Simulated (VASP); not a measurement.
# AlN (Fm-3m) in VASP: further runs

The runs below take AlN through single point, with PBE-based screened hybrid, PBE0.

Program: VASP 6.6.1. These are calculated values, not measurements. Logs are shortened: lines on timing, memory, paths and dates and some standing lists are left out, and cuts for length are marked.

**1. The cell of the first run**

Symmetry: Fm-3m, No. 225, cubic system. The conventional cell has a = 4.069 Å, b = 4.069 Å, c = 4.069 Å, α = 90.00°, β = 90.00°, γ = 90.00°. Within 2.7 Å of Al (site symmetry m-3m) lie 6 N at 2.03 Å. Within 2.7 Å of N (site symmetry m-3m) lie 6 Al at 2.03 Å.

**2. Single point, PBE-based screened hybrid**

Contents of POSCAR:

```
AlN
1.0
    0.0000000000      2.0345180000      2.0345180000
    2.0345180000      0.0000000000      2.0345180000
    2.0345180000      2.0345180000      0.0000000000
Al N
1 1
Direct
    0.5000000000      0.5000000000      0.5000000000
    0.0000000000      0.0000000000      0.0000000000
```

Contents of INCAR.step1:

```
PREC     = Accurate       # precision mode
ENCUT    = 520            # plane-wave cutoff, eV
EDIFF    = 1E-5           # SCF threshold, eV
ISMEAR   = -1             # smearing method
SIGMA    = 0.05           # smearing width, eV
LREAL    = False          # projectors in reciprocal space
LASPH    = True           # aspherical terms in the spheres
NELM     = 60             # most SCF steps
ALGO     = Normal         # electronic algorithm
ISIF     = 2              # what is computed and relaxed
LWAVE    = True           # write WAVECAR
LCHARG   = False          # write CHGCAR
NBANDS   = 11             # bands
GGA      = PE             # functional
```

Contents of INCAR.step2:

```
PREC     = Accurate       # precision mode
ENCUT    = 520            # plane-wave cutoff, eV
EDIFF    = 1E-7           # SCF threshold, eV
ISMEAR   = -1             # smearing method
SIGMA    = 0.05           # smearing width, eV
LREAL    = False          # projectors in reciprocal space
LASPH    = True           # aspherical terms in the spheres
NELM     = 60             # most SCF steps
ALGO     = Normal         # electronic algorithm
ISIF     = 2              # what is computed and relaxed
LWAVE    = False          # write WAVECAR
LCHARG   = False          # write CHGCAR
GGA      = PE             # functional
LHFCALC  = True           # exact exchange
AEXX     = 0.1            # exact-exchange fraction
HFSCREEN = 0.2            # screening, 1/A
PRECFOCK = Normal       
NBANDS   = 11             # bands
ISTART   = 1
```

Contents of KPOINTS:

```
Automatic mesh
0
Gamma
  6 6 6
```

Potentials or basis: VASP PAW PBE potentials, release 64 (Al, N).

Started as:

```sh
> cat potpaw_PBE.64/Al/POTCAR potpaw_PBE.64/N/POTCAR > POTCAR
> cp INCAR.step1 INCAR
> mpirun -np 1 vasp_std > vasp.out
> cp INCAR.step2 INCAR
> mpirun -np 1 vasp_std > vasp.out
```

OUTCAR:

```text
PREC = Accurate
   ENCUT = 520
   EDIFF = 1E-7
   ISMEAR = -1
   LREAL = False
   LASPH = True
   NELM = 60
   ISIF = 2
   GGA = PE
   LHFCALC = True
   AEXX = 0.1
   HFSCREEN = 0.2
   PRECFOCK = Normal
   ISTART = 1

 ion  position               nearest neighbor table
   1  0.500  0.500  0.500-   2 2.03   2 2.03   2 2.03   2 2.03   2 2.03   2 2.03
   2  0.000  0.000  0.000-   1 2.03   1 2.03   1 2.03   1 2.03   1 2.03   1 2.03

  LATTYP: Found a face centered cubic cell.
 ALAT       =     4.0690360000

  Lattice vectors:

 A1 = (   0.0000000000,   2.0345180000,   2.0345180000)
 A2 = (   2.0345180000,   0.0000000000,   2.0345180000)
 A3 = (   2.0345180000,   2.0345180000,   0.0000000000)

Analysis of symmetry for initial positions (statically):
=====================================================================
 Subroutine PRICEL returns:
 Original cell was already a primitive cell.

 Routine SETGRP: Setting up the symmetry group for a
 face centered cubic supercell.

 Subroutine GETGRP returns: Found 48 space group operations
 (whereof 48 operations were pure point group operations)
 out of a pool of 48 trial point group operations.

The static configuration has the point symmetry O_h .

Analysis of symmetry for dynamics (positions and initial velocities):
=====================================================================
 Subroutine PRICEL returns:
 Original cell was already a primitive cell.

 Routine SETGRP: Setting up the symmetry group for a
 face centered cubic supercell.

 Subroutine GETGRP returns: Found 48 space group operations
 (whereof 48 operations were pure point group operations)
 out of a pool of 48 trial point group operations.

The dynamic configuration has the point symmetry O_h .

 Subroutine INISYM returns: Found 48 space group operations
 (whereof 48 operations are pure point group operations),
 and found     1 'primitive' translations

----------------------------------------------------------------------------------------

                                     Primitive cell

  volume of cell :      16.8428

  direct lattice vectors                    reciprocal lattice vectors
     0.000000000  2.034518000  2.034518000    -0.245758455  0.245758455  0.245758455
     2.034518000  0.000000000  2.034518000     0.245758455 -0.245758455  0.245758455
     2.034518000  2.034518000  0.000000000     0.245758455  0.245758455 -0.245758455

  length of vectors
     2.877242948  2.877242948  2.877242948     0.425666130  0.425666130  0.425666130

  position of ions in fractional coordinates (direct lattice)
     0.500000000  0.500000000  0.500000000
     0.000000000  0.000000000  0.000000000

  ion indices of the primitive-cell ions
   primitive index   ion index
                 1           1
                 2           2

----------------------------------------------------------------------------------------

 KPOINTS: Automatic mesh

Automatic generation of k-mesh.
 Grid dimensions read from file:
 generate k-points for:    6    6    6

 Generating k-lattice:

  Cartesian coordinates                     Fractional coordinates (reciprocal lattice)
    -0.040959742  0.040959742  0.040959742     0.166666667  0.000000000  0.000000000
     0.040959742 -0.040959742  0.040959742     0.000000000  0.166666667  0.000000000
     0.040959742  0.040959742 -0.040959742     0.000000000  0.000000000  0.166666667

  Length of vectors
     0.070944355  0.070944355  0.070944355

  Shift w.r.t. Gamma in fractional coordinates (k-lattice)
     0.000000000  0.000000000  0.000000000

 Subroutine IBZKPT returns following result:
 ===========================================

 Found     16 irreducible k-points:

 Following reciprocal coordinates:
            Coordinates               Weight
  0.000000  0.000000  0.000000      1.000000
  0.166667  0.000000  0.000000      8.000000
  0.333333  0.000000  0.000000      8.000000
  0.500000  0.000000  0.000000      4.000000
  0.166667  0.166667  0.000000      6.000000
  0.333333  0.166667  0.000000     24.000000
[... 8 lines left out ...]
 -0.333333  0.333333  0.166667     24.000000
 -0.333333  0.500000  0.166667     12.000000
   k-points           NKPTS =     16   k-points in BZ     NKDIM =    216   number of bands    NBANDS=     11
   number of dos      NEDOS =    301   number of ions     NIONS =      2
   total plane-waves  NPLWV =  13824
   dimension x,y,z NGX =    24 NGY =   24 NGZ =   24
   dimension x,y,z NGXF=    48 NGYF=   48 NGZF=   48
   ions per type =               1   1
   NGX,Y,Z   is equivalent  to a cutoff of  13.87, 13.87, 13.87 a.u.
   NGXF,Y,Z  is equivalent  to a cutoff of  27.73, 27.73, 27.73 a.u.
 SYSTEM =  unknown system
   PREC   = accura    normal or accurate (medium, high low for compatibility)
   ISTART =      1    job   : 0-new  1-cont  2-samecut
   ICHARG =      0    charge: 1-file 2-atom 10-const
   ISPIN  =      1    spin polarized calculation?
   LNONCOLLINEAR =      F non collinear calculations
   LSORBIT =      F    spin-orbit coupling
   LASPH  =      T    aspherical Exc in radial PAW
   ENCUT  =  520.0 eV  38.22 Ry    6.18 a.u.   5.35  5.35  5.35*2*pi/ulx,y,z
   NELM   =     60;   NELMIN=  2; NELMDL=  0     # of ELM steps
   EDIFF  = 0.1E-06   stopping-criterion for ELM
   LREAL  =      F    real-space projection
   EDIFFG = 0.1E-05   stopping-criterion for IOM
   NSW    =      0    number of steps for IOM
   IBRION =     -1    ionic relax: 0-MD 1-quasi-New 2-CG
   NFREE  =      0    steps in history (QN), initial steepest desc. (CG)
   ISIF   =      2    stress and relaxation
   ISYM   =      3    0-nonsym 1-usesym 2-fastsym
   POTIM  = 0.5000    time-step for ionic-motion
   TEBEG  =    0.0;   TEEND  =   0.0 temperature during run
   PSTRESS=    0.0 pullay stress
   NELECT =       8.0000    total number of electrons
   NUPDOWN=      -1.0000    fix difference up-down
   EMIN   =  10.00;   EMAX   =-10.00  energy-range for DOS
   EFERMI =   0.00;   METHOD = LEGACY
   ISMEAR =    -1;   SIGMA  =   0.05  broadening in eV -4-tet -1-fermi 0-gaus
   EFERMI_NEDOS =   21; number of points for ismear=-14 and -15
   IALGO  =     38    algorithm
   IMIX   =      1    mixing-type and parameters
     AMIX     =   0.40;   BMIX     =  1.00
     AMIX_MAG =   1.60;   BMIX_MAG =  1.00
  volume/ion in A,a.u.               =       8.42        56.83
  Fermi-wavevector in a.u.,A,eV,Ry     =   1.277321  2.413786 22.198561  1.631548
  Thomas-Fermi vector in A             =   2.409927
   LORBIT       =      0    0 simple, 1 ext, 2 COOP (PROOUT), +10 PAW based schemes
   GGA     = PE    functional components
   LHFCALC =     T    Hartree Fock is set to
   PRECFOCK=normal    Normal, Fast or Accurate (Low or Medium for compatibility)
   ENCUT4O =  -1.0   cutoff for four orbital integrals eV
   NKREDX  =     1    reduce k-point grid by
   NKREDY  =     1    reduce k-point grid by
   NKREDZ  =     1    reduce k-point grid by
   AEXX    =    0.1000 exact exchange contribution
   HFSCREEN=    0.2000 screening length (either q_TF or 0.3 A-1)
   HFSCREENC=   0.2000 screening length for correlation (either q_TF or 0.3 A-1)
   ENCUTFOCK=  -1.0 apply spherical cutoff to Coloumb kernel
   IVDW    =     0    specifies the selected vdW correction
   LEPSILON=     F    determine dielectric tensor
   LRPA    =     F    only Hartree local field effects (RPA)
 non-spin polarized calculation
  energy-cutoff  :      520.00
  volume of cell :       16.84
 maximum number of plane-waves:       464
 NGX is ok and might be reduce to    24
  NGX = 18; NGY = 18; NGZ = 18

 number of electron       7.9999999 magnetization

 Free energy of the ion-electron system (eV)
  ---------------------------------------------------
  ext. energy  EPLUGINS =         0.00000000
  ---------------------------------------------------
  free energy    TOTEN  =       -15.57217215 eV

  energy without entropy =      -15.57217215  energy(sigma->0) =      -15.57217215

 E-fermi :  10.3964     XC(G=0): -11.3062

 val. band max:        9.3824745063   @ k =   0.0000   0.0000   0.0000
 cond. band min:      14.3495732101   @ k =   0.5000   0.5000   0.0000
 fundamental gap:      4.9670987038
 Fermi energy:        10.3964227517

 k-point     1 :       0.0000    0.0000    0.0000
  band No.  band energies     occupation
      1      -8.6690      2.00000
      2       9.3825      2.00000
      3       9.3825      2.00000
      4       9.3825      2.00000
      5      15.3885      0.00000
      6      22.1383      0.00000
      7      22.1383      0.00000
      8      22.1383      0.00000
      9      27.2447      0.00000
     10      27.7947      0.00000
     11      27.7947      0.00000

 k-point     2 :       0.1667    0.0000    0.0000
  band No.  band energies     occupation
      1      -8.1008      2.00000
      2       6.9285      2.00000
      3       9.0746      2.00000
      4       9.0746      2.00000
      5      16.6116      0.00000
      6      20.7003      0.00000
      7      22.6546      0.00000
      8      22.6546      0.00000
      9      25.5051      0.00000
     10      25.5051      0.00000
     11      27.7605      0.00000

 k-point     3 :       0.3333    0.0000    0.0000
  band No.  band energies     occupation
      1      -6.5907      2.00000
      2       3.0278      2.00000
      3       8.5420      2.00000
      4       8.5420      2.00000
      5      16.3448      0.00000
      6      21.5265      0.00000
      7      21.5265      0.00000
      8      22.1081      0.00000
      9      26.4406      0.00000
     10      27.8427      0.00000
     11      27.8427      0.00000
[... 155 lines left out ...]
 k-point    15 :      -0.3333    0.3333    0.1667
  band No.  band energies     occupation
      1      -4.6029      2.00000
      2       2.4717      2.00000
      3       4.5806      2.00000
      4       6.6529      2.00000
      5      17.9988      0.00000
      6      19.2571      0.00000
      7      21.5751      0.00000
      8      23.0572      0.00000
      9      28.0094      0.00000
     10      29.1828      0.00000
     11      34.8301      0.00000

 k-point    16 :      -0.3333    0.5000    0.1667
  band No.  band energies     occupation
      1      -4.3004      2.00000
      2       2.6529      2.00000
      3       4.7841      2.00000
      4       5.6577      2.00000
      5      16.7342      0.00000
      6      18.2615      0.00000
      7      22.6465      0.00000
      8      23.5558      0.00000
      9      28.0028      0.00000
     10      31.6091      0.00000
     11      34.8839      0.00000

------------------------ aborting loop because EDIFF is reached ----------------------------------------

  FORCE on cell =-STRESS in cart. coord.  units (eV):
  Direction    XX          YY          ZZ          XY          YZ          ZX
  --------------------------------------------------------------------------------------
  -------------------------------------------------------------------------------------
  Total       -0.3226948     -0.3226948     -0.3226948     -0.0000000     -0.0000000     -0.0000000
  in kB      -30.6964316    -30.6964316    -30.6964316     -0.0000000     -0.0000000     -0.0000000
  external PRESSURE =     -30.6964316 kB  Pullay stress =       0.0000000 kB

 VOLUME and BASIS-vectors are now :
 -----------------------------------------------------------------------------
  energy-cutoff  :      520.00
  volume of cell :       16.84
      direct lattice vectors                 reciprocal lattice vectors
     0.000000000  2.034518000  2.034518000    -0.245758455  0.245758455  0.245758455
     2.034518000  0.000000000  2.034518000     0.245758455 -0.245758455  0.245758455
     2.034518000  2.034518000  0.000000000     0.245758455  0.245758455 -0.245758455

 POSITION                                       TOTAL-FORCE (eV/Angst)
 -----------------------------------------------------------------------------------
      2.03452      2.03452      2.03452         0.000000      0.000000      0.000000
      0.00000      0.00000      0.00000        -0.000000      0.000000     -0.000000
 -----------------------------------------------------------------------------------
    total drift:                                0.000000      0.000000      0.000000

  FREE ENERGIE OF THE ION-ELECTRON SYSTEM (eV)
  ---------------------------------------------------
  free  energy   TOTEN  =       -15.5721721488 eV

  energy  without entropy=      -15.5721721488  energy(sigma->0) =      -15.57217215
```

Wall time 5.2 min (1 thread of AMD EPYC 7R43 (Zen 3), shared host); peak memory 0.2 GiB.

What came out:

- Free energy: -15.5722 eV
- Pressure: -3.1 GPa
- Band gap on the k mesh: 4.97 eV, indirect (least direct gap 6.01 eV)

Caveat: the k points lie up to 0.45 Å⁻¹ apart; the PAW data sets were made with another functional, which shifts forces and pressure a little. A k mesh can miss the band edges.

**3. Single point, PBE0**

This run uses another cell than the first one, of 7.92 Å³/atom, 0.940 times its volume.

Contents of POSCAR:

```
AlN
1.0
    0.0000000000      1.9929855707      1.9929855707
    1.9929855707      0.0000000000      1.9929855707
    1.9929855707      1.9929855707      0.0000000000
Al N
1 1
Direct
    0.5000000000      0.5000000000      0.5000000000
    0.0000000000      0.0000000000      0.0000000000
```

Contents of INCAR.step1:

```
ALGO = Normal
EDIFF = 1E-5
ENCUT = 520
GGA = PE
ISIF = 2
ISMEAR = -1
LASPH = True
LCHARG = False
LREAL = False
LWAVE = True
NBANDS = 11
NELM = 80
PREC = Accurate
SIGMA = 0.05
```

Contents of INCAR.step2:

```
AEXX = 0.25
ALGO = Normal
EDIFF = 1E-7
ENCUT = 520
GGA = PE
ISIF = 2
ISMEAR = -1
ISTART = 1
LASPH = True
LCHARG = False
LHFCALC = True
LREAL = False
LWAVE = False
NBANDS = 11
NELM = 80
PREC = Accurate
PRECFOCK = Normal
SIGMA = 0.05
```

Contents of KPOINTS:

```
k-points
0
Gamma
  6 6 6
```

Potentials or basis: VASP PAW PBE potentials, release 64 (Al, N).

Started as:

```sh
> cat potpaw_PBE.64/Al/POTCAR potpaw_PBE.64/N/POTCAR > POTCAR
> cp INCAR.step1 INCAR
> mpirun -np 1 vasp_std > vasp.out
> cp INCAR.step2 INCAR
> mpirun -np 1 vasp_std > vasp.out
```

Run time: 2.4 min. Hardware: 1 thread of Intel Xeon 6975P-C, shared host; peak memory 0.14 GiB.

Results (log left out):

```yaml
Free_energy: -18.0420 eV
Pressure: 10.1 GPa
Band_gap_on_the_k_mesh: 7.21 eV, indirect (least direct gap 8.66 eV)
```

Levels at points of the mesh, in eV from the valence-band top:
```
           k point  band 2  band 3  band 4  band 5  band 6  band 7
(0.00, 0.00, 0.00)    0.00    0.00    0.00    8.66   14.75   14.75
(0.50, 0.00, 0.00)   -9.33   -1.25   -1.25    8.61   13.76   13.76
(0.50, 0.50, 0.00)   -8.36   -3.18   -3.18    7.21    7.32   17.60
```

Caveat: the k points lie up to 0.46 Å⁻¹ apart; the PAW data sets were made with another functional, which shifts forces and pressure a little. A k mesh can miss the band edges.
